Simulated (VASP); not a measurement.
# GdN (Fm-3m) in VASP: a series of runs

The runs below take GdN through single point, with r2SCAN.

Everything below comes from runs of VASP 6.6.1. Logs are shortened: lines on timing, memory, paths and dates and some standing lists are left out, and cuts for length are marked.

### Step 1. The cell of the first run

It takes space group Fm-3m (No. 225, cubic). Conventional cell: a = 4.906 Å, b = 4.906 Å, c = 4.906 Å, α = 90.00°, β = 90.00°, γ = 90.00°. Gd (site symmetry m-3m) has 6 N at 2.45 Å within 3.2 Å. N (site symmetry m-3m) has 6 Gd at 2.45 Å within 3.2 Å.

### Step 2. Single point, r2SCAN, collinear spin, ferromagnetic start (14.76 Å³/atom)

The input, POSCAR:

```
GdN
1.0
    0.0000000000      2.4529728545      2.4529728545
    2.4529728545      0.0000000000      2.4529728545
    2.4529728545      2.4529728545      0.0000000000
Gd N
1 1
Direct
    0.0000000000      0.0000000000      0.0000000000
    0.5000000000      0.5000000000      0.5000000000
```

The input, INCAR.step1:

```
SYSTEM = GdN
PREC     = Accurate       ! precision mode
ENCUT    = 520            ! plane-wave cutoff, eV
ISMEAR   = 0              ! smearing method
SIGMA    = 0.05           ! smearing width, eV
LREAL    = .False.        ! projectors in reciprocal space
LASPH    = .True.         ! aspherical terms in the spheres
NELM     = 150            ! most SCF steps
ISPIN    = 2              ! spin polarisation
MAGMOM   = 7.61 0         ! initial moments
LMAXMIX  = 6              ! l up to which the mixer works
NBANDS   = 22             ! bands
GGA      = PE             ! functional
ALGO     = Normal         ! electronic algorithm
EDIFF    = 1E-4           ! SCF threshold, eV
LWAVE    = .True.         ! write WAVECAR
LCHARG   = .False.        ! write CHGCAR
```

The input, INCAR.step2:

```
SYSTEM = GdN
PREC     = Accurate       ! precision mode
ENCUT    = 520            ! plane-wave cutoff, eV
EDIFF    = 1E-6           ! SCF threshold, eV
ISMEAR   = 0              ! smearing method
SIGMA    = 0.05           ! smearing width, eV
LREAL    = .False.        ! projectors in reciprocal space
LASPH    = .True.         ! aspherical terms in the spheres
NELM     = 150            ! most SCF steps
ALGO     = Normal         ! electronic algorithm
ISIF     = 2              ! what is computed and relaxed
LWAVE    = .False.        ! write WAVECAR
LCHARG   = .False.        ! write CHGCAR
ISPIN    = 2              ! spin polarisation
MAGMOM   = 7.61 0         ! initial moments
LORBIT   = 11             ! projections on sites
LMAXMIX  = 6              ! l up to which the mixer works
METAGGA  = R2SCAN         ! meta-GGA
LMIXTAU  = .True.       
NBANDS   = 22             ! bands
ISTART   = 1
```

The input, KPOINTS:

```
Automatic mesh
0
Gamma
  12 12 12
  0 0 0
```

Potentials or basis: VASP PAW PBE potentials, release 64 (Gd, N).

The run is started by

```console
$ cat potpaw_PBE.64/Gd/POTCAR potpaw_PBE.64/N/POTCAR > POTCAR
$ cp INCAR.step1 INCAR
$ mpirun -np 1 vasp_std > vasp.out
$ cp INCAR.step2 INCAR
$ mpirun -np 1 vasp_std > vasp.out
```

OUTCAR:

```text
SYSTEM = GdN
   PREC = Accurate
   ENCUT = 520
   EDIFF = 1E-6
   ISMEAR = 0
   LREAL = .False.
   LASPH = .True.
   NELM = 150
   ISIF = 2
   ISPIN = 2
   LORBIT = 11
   METAGGA = R2SCAN
   ISTART = 1

 ion  position               nearest neighbor table
   1  0.000  0.000  0.000-   2 2.45   2 2.45   2 2.45   2 2.45   2 2.45   2 2.45
   2  0.500  0.500  0.500-   1 2.45   1 2.45   1 2.45   1 2.45   1 2.45   1 2.45

  LATTYP: Found a face centered cubic cell.
 ALAT       =     4.9059457090

  Lattice vectors:

 A1 = (   0.0000000000,   2.4529728545,   2.4529728545)
 A2 = (   2.4529728545,   0.0000000000,   2.4529728545)
 A3 = (   2.4529728545,   2.4529728545,   0.0000000000)

Analysis of symmetry for initial positions (statically):
=====================================================================
 Subroutine PRICEL returns:
 Original cell was already a primitive cell.

 Routine SETGRP: Setting up the symmetry group for a
 face centered cubic supercell.

 Subroutine GETGRP returns: Found 48 space group operations
 (whereof 48 operations were pure point group operations)
 out of a pool of 48 trial point group operations.

The static configuration has the point symmetry O_h .

Analysis of symmetry for dynamics (positions and initial velocities):
=====================================================================
 Subroutine PRICEL returns:
 Original cell was already a primitive cell.

 Routine SETGRP: Setting up the symmetry group for a
 face centered cubic supercell.

 Subroutine GETGRP returns: Found 48 space group operations
 (whereof 48 operations were pure point group operations)
 out of a pool of 48 trial point group operations.

The dynamic configuration has the point symmetry O_h .

Analysis of structural, dynamic, and magnetic symmetry:
=====================================================================
 Subroutine PRICEL returns:
 Original cell was already a primitive cell.

 Routine SETGRP: Setting up the symmetry group for a
 face centered cubic supercell.

 Subroutine GETGRP returns: Found 48 space group operations
 (whereof 48 operations were pure point group operations)
 out of a pool of 48 trial point group operations.

[... 116 lines left out ...]
   EFERMI_NEDOS =   21; number of points for ismear=-14 and -15
   IALGO  =     38    algorithm
   IMIX   =      4    mixing-type and parameters
     AMIX     =   0.40;   BMIX     =  1.00
     AMIX_MAG =   1.60;   BMIX_MAG =  1.00
  volume/ion in A,a.u.               =      14.76        99.60
  Fermi-wavevector in a.u.,A,eV,Ry     =   1.506427  2.846734 30.875997  2.269322
  Thomas-Fermi vector in A             =   2.617146
   LORBIT       =     11    0 simple, 1 ext, 2 COOP (PROOUT), +10 PAW based schemes
   METAGGA = R2SCAN    functional components
   LHFCALC =     F    Hartree Fock is set to
   AEXX    =    0.0000 exact exchange contribution
   IVDW    =     0    specifies the selected vdW correction
   LEPSILON=     F    determine dielectric tensor
   LRPA    =     F    only Hartree local field effects (RPA)
 spin polarized calculation
 Gauss-broadening in eV      SIGMA  =   0.05
  energy-cutoff  :      520.00
  volume of cell :       29.52
 maximum number of plane-waves:       821
 NGX is ok and might be reduce to    28
   NGX = 13   NGY = 13   NGZ = 13

 number of electron      22.9999999 magnetization       7.0000000

 Free energy of the ion-electron system (eV)
  ---------------------------------------------------
  ext. energy  EPLUGINS =         0.00000000
  ---------------------------------------------------
  free energy    TOTEN  =       -53.82807397 eV

  energy without entropy =      -53.82797577  energy(sigma->0) =      -53.82802487

 E-fermi :   4.1946     XC(G=0): -12.5262

 val. band max:        4.1945472849   @ k =   0.0833   0.0833   0.0000
 cond. band min:       4.3612904831   @ k =   0.3333   0.3333   0.0000
 fundamental gap:      0.1667431982
 Fermi energy:         4.1945686397

 spin component 1

 k-point     1 :       0.0000    0.0000    0.0000
  band No.  band energies     occupation
      1     -41.1707      1.00000
      2     -17.4473      1.00000
      3     -17.4472      1.00000
      4     -17.4472      1.00000
      5      -9.8613      1.00000
      6       0.1479      1.00000
[... 589 lines left out ...]
     21      15.2192      0.00000
     22      17.6969      0.00000

 [... further k-points ...]

 spin component 2

 k-point     1 :       0.0000    0.0000    0.0000
  band No.  band energies     occupation
      1     -37.4855      1.00000
      2     -14.8298      1.00000
      3     -14.8298      1.00000
      4     -14.8298      1.00000
      5      -9.8839      1.00000
      6       3.2226      1.00000
[... 589 lines left out ...]
     21      16.6055      0.00000
     22      18.9167      0.00000

 [... further k-points ...]

------------------------ aborting loop because EDIFF is reached ----------------------------------------

  FORCE on cell =-STRESS in cart. coord.  units (eV):
  Direction    XX          YY          ZZ          XY          YZ          ZX
  --------------------------------------------------------------------------------------
  -------------------------------------------------------------------------------------
  Total        1.3079922      1.3079922      1.3079922      0.0000000      0.0000000      0.0000000
  in kB       70.9916883     70.9916883     70.9916883      0.0000000      0.0000000      0.0000000
  external PRESSURE =      70.9916883 kB  Pullay stress =       0.0000000 kB

 VOLUME and BASIS-vectors are now :
 -----------------------------------------------------------------------------
  energy-cutoff  :      520.00
  volume of cell :       29.52
      direct lattice vectors                 reciprocal lattice vectors
     0.000000000  2.452972855  2.452972855    -0.203834298  0.203834298  0.203834298
     2.452972855  0.000000000  2.452972855     0.203834298 -0.203834298  0.203834298
     2.452972855  2.452972855  0.000000000     0.203834298  0.203834298 -0.203834298

 POSITION                                       TOTAL-FORCE (eV/Angst)
 -----------------------------------------------------------------------------------
      0.00000      0.00000      0.00000        -0.000000     -0.000000     -0.000000
      2.45297      2.45297      2.45297         0.000000      0.000000      0.000000
 -----------------------------------------------------------------------------------
    total drift:                                0.000000      0.000000      0.000000

  FREE ENERGIE OF THE ION-ELECTRON SYSTEM (eV)
  ---------------------------------------------------
  free  energy   TOTEN  =       -53.8280739684 eV

  energy  without entropy=      -53.8279757735  energy(sigma->0) =      -53.82802487

 total charge

# of ion       s       p       d       f       tot
--------------------------------------------------
    1        2.042   5.702   0.546   6.986  15.276
    2        1.257   2.442   0.000   0.000   3.699
--------------------------------------------------
tot          3.299   8.144   0.546   6.986  18.975

 magnetization (x)

# of ion       s       p       d       f       tot
--------------------------------------------------
    1       -0.011  -0.129   0.091   6.839   6.790
    2       -0.011  -0.112   0.000   0.000  -0.123
--------------------------------------------------
tot         -0.022  -0.241   0.091   6.839   6.667
```

OUTCAR.step1:

```text
SYSTEM = GdN
   PREC = Accurate
   ENCUT = 520
   ISMEAR = 0
   LREAL = .False.
   LASPH = .True.
[... 1443 lines left out ...]
      0.00000      0.00000      0.00000         0.000000     -0.000000     -0.000000
      2.45297      2.45297      2.45297         0.000000      0.000000      0.000000
 -----------------------------------------------------------------------------------
    total drift:                                0.000000      0.000000      0.000000

  FREE ENERGIE OF THE ION-ELECTRON SYSTEM (eV)
  ---------------------------------------------------
  free  energy   TOTEN  =       -23.1811055392 eV

  energy  without entropy=      -23.1810310484  energy(sigma->0) =      -23.18106829
```

OSZICAR.step1:

```text
N       E                     dE             d eps       ncg     rms          rms(c)
DAV:   1     0.129960669672E+03    0.12996E+03   -0.82683E+03  8772   0.550E+03
DAV:   2    -0.596824933335E+01   -0.13593E+03   -0.11749E+03  8744   0.442E+02
DAV:   3    -0.222713546181E+02   -0.16303E+02   -0.15888E+02  9190   0.116E+02
DAV:   4    -0.242960082826E+02   -0.20247E+01   -0.20012E+01 11924   0.277E+01
[... 22 lines left out ...]
DAV:  27    -0.231808261318E+02    0.23750E-02   -0.14250E-02  8328   0.726E+00    0.161E+01
DAV:  28    -0.231817308405E+02   -0.90471E-03   -0.36025E-03 10044   0.245E+00    0.105E+01
DAV:  29    -0.231830083593E+02   -0.12775E-02   -0.18237E-03  8804   0.238E+00    0.534E+00
DAV:  30    -0.231811002860E+02    0.19081E-02   -0.97057E-03  7906   0.601E+00    0.138E+00
DAV:  31    -0.231811055392E+02   -0.52532E-05   -0.68447E-04 10282   0.100E+00
   1 F= -.23181106E+02 E0= -.23181068E+02  d E =-.744908E-04  mag=     7.0043
```

It took 8.8 min on 1 thread of Intel Xeon Platinum 8259CL at 2.50GHz (Skylake/Cascade Lake), shared host; peak memory 0.25 GiB.

Results:

```yaml
Free_energy: -53.8281 eV
Pressure: 7.1 GPa
Band_gap_on_the_k_mesh: zero (filled and empty bands overlap)
Net_moment: 7.00 μB per cell
Site_moments: Gd +6.79; N -0.12 μB
Valence_electrons_inside_the_program's_atomic_spheres: Gd 15.28; N 3.70
```

Caveat: the cell stands under pressure; the PAW data sets were made with another functional, which shifts forces and pressure a little; spin-orbit coupling is left out, which moves the levels of the heavy elements; a cell with one magnetic atom can't hold antiferromagnetic order, which such compounds often take; semilocal functionals describe open f shells poorly, which spoils levels, moments and volumes.

### Step 3. Single point, r2SCAN, collinear spin, ferromagnetic start (15.07 Å³/atom)

This run uses another cell than the first one, of 15.07 Å³/atom.

The input, POSCAR:

```
GdN
1.0
    0.0000000000      2.4698904433      2.4698904433
    2.4698904433      0.0000000000      2.4698904433
    2.4698904433      2.4698904433      0.0000000000
Gd N
1 1
Direct
    0.0000000000      0.0000000000      0.0000000000
    0.5000000000      0.5000000000      0.5000000000
```

The input, INCAR.step1:

```
SYSTEM = GdN
PREC = Accurate ; ENCUT = 520
ISMEAR = 0 ; SIGMA = 0.05
LREAL = .False. ; LASPH = .True.
NELM = 150 ; ISPIN = 2
MAGMOM = 7.62 0 ; LMAXMIX = 6
NBANDS = 22 ; GGA = PE
ALGO = Normal ; EDIFF = 1E-4
LWAVE = .True. ; LCHARG = .False.
```

The input, INCAR.step2:

```
SYSTEM = GdN
PREC = Accurate ; ENCUT = 520
EDIFF = 1E-6 ; ISMEAR = 0
SIGMA = 0.05 ; LREAL = .False.
LASPH = .True. ; NELM = 150
ALGO = Normal ; ISIF = 2
LWAVE = .False. ; LCHARG = .False.
ISPIN = 2 ; MAGMOM = 7.62 0
LORBIT = 11 ; LMAXMIX = 6
METAGGA = R2SCAN ; LMIXTAU = .True.
NBANDS = 22 ; ISTART = 1
```

KPOINTS is that of step 2.

Potentials or basis: VASP PAW PBE potentials, release 64 (Gd, N).

The run is started by

```console
$ cat potpaw_PBE.64/Gd/POTCAR potpaw_PBE.64/N/POTCAR > POTCAR
$ cp INCAR.step1 INCAR
$ mpirun -np 1 vasp_std > vasp.out
$ cp INCAR.step2 INCAR
$ mpirun -np 1 vasp_std > vasp.out
```

It took 9.9 min on 1 thread of Intel Xeon Platinum 8259CL at 2.50GHz (Skylake/Cascade Lake), shared host; peak memory 0.25 GiB.

It converged, with:

```yaml
Free_energy: -53.8490 eV
Pressure: 3.4 GPa
Band_gap_on_the_k_mesh: zero (filled and empty bands overlap)
Net_moment: 7.00 μB per cell
Site_moments: Gd +6.79; N -0.12 μB
Valence_electrons_inside_the_program's_atomic_spheres: Gd 15.26; N 3.69
```

Levels at points of the mesh, in eV from the Fermi level:
Spin up:
```
           k point  band 13  band 14  band 15  band 16  band 17  band 18
(0.00, 0.00, 0.00)     0.21     0.21     0.21     2.71     2.71     2.71
(0.50, 0.00, 0.00)    -3.64    -2.82    -2.82     5.58     6.25     6.25
(0.50, 0.50, 0.00)    -1.55    -0.36    -0.25    -0.25     6.84     7.13
```
Spin down:
```
           k point  band 4  band 5  band 6  band 7  band 8  band 9  band 10  band 11  band 12  band 13
(0.00, 0.00, 0.00)  -19.09  -14.00   -0.92   -0.92   -0.92    2.86     3.57     3.57     3.57     3.69
(0.50, 0.00, 0.00)  -19.19  -11.90   -4.26   -2.73   -2.73    3.02     3.18     3.18     3.49     3.49
(0.50, 0.50, 0.00)  -19.56  -13.81   -1.14   -0.86   -0.86    0.44     3.26     3.33     3.39     3.39
```

Caveat: the cell stands under pressure; the PAW data sets were made with another functional, which shifts forces and pressure a little; spin-orbit coupling is left out, which moves the levels of the heavy elements; a cell with one magnetic atom can't hold antiferromagnetic order, which such compounds often take; semilocal functionals describe open f shells poorly, which spoils levels, moments and volumes. The state reached can hang on the start; a lower one may exist.

The gap in the log of VASP goes by the Fermi energy; the results here count the filled bands.